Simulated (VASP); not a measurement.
Input of a VASP 6.6.1 run:

The input INCAR:

```
SYSTEM = AlSn
ALGO = Normal
EDIFF = 1E-6
ENCUT = 520
GGA = PS
ISIF = 2
ISMEAR = -1
LASPH = .TRUE.
LCHARG = .FALSE.
LREAL = .FALSE.
LWAVE = .FALSE.
NBANDS = 16
NELM = 60
PREC = Accurate
SIGMA = 0.05
```

File KPOINTS:

```
k-points
0
G
  7 7 8
  0 0 0
```

The input POSCAR:

```
AlSn
1.0
    4.1395703840      0.0000000000      0.0000000000
   -2.0697851920      3.5849731134      0.0000000000
    0.0000000000      0.0000000000      3.2822688906
Sn Al
1 1
Direct
    0.3333333333      0.6666666667      0.5000000000
    0.0000000000      0.0000000000      0.0000000000
```

Potentials or basis: VASP PAW PBE potentials, release 64 (Sn_d, Al).

Run with:

```console
$ cat potpaw_PBE.64/Sn_d/POTCAR potpaw_PBE.64/Al/POTCAR > POTCAR
$ mpirun -np 1 vasp_std > vasp.out
```

Question: Predict the pressure.

Answer: -0.1 GPa.

Caveat: the PAW data sets were made with another functional, which shifts forces and pressure a little.
